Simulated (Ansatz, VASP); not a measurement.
## One calculation of GaP, two programs

```
CELL_PARAMETERS angstrom
0.00000 2.43717 2.43717
2.43717 0.00000 2.43717
2.43717 2.43717 0.00000
ATOMIC_POSITIONS crystal
Ga 0.00000 0.00000 0.00000
P 0.25000 0.25000 0.25000
```

Change from the starting cell: volume scaled by 0.72, PAW files.

Alike in both runs: task single point; functional PBEsol; k mesh 12 × 12 × 12; occupations fermi-dirac, width 0.05 eV; no spin polarisation.

```csv
,VASP,Ansatz
version,VASP 6.6.1,Ansatz 0.2.0
potentials or method,"VASP PAW PBE potentials, release 64 (Ga_d, P)","PAW with Ansatz's default frozen-core files, scalar-relativistic"
plane-wave cutoff (eV),520,420
valence electrons in the cell,18,18
```

|  | VASP | Ansatz | Ansatz less VASP |
| --- | --- | --- | --- |
| pressure (GPa) | 56.3 | 56.7 | +0.40 |

VASP's potentials were made for PBE, not for PBEsol. Both programs put the cell under a high pressure, so it lies far from rest at this level.
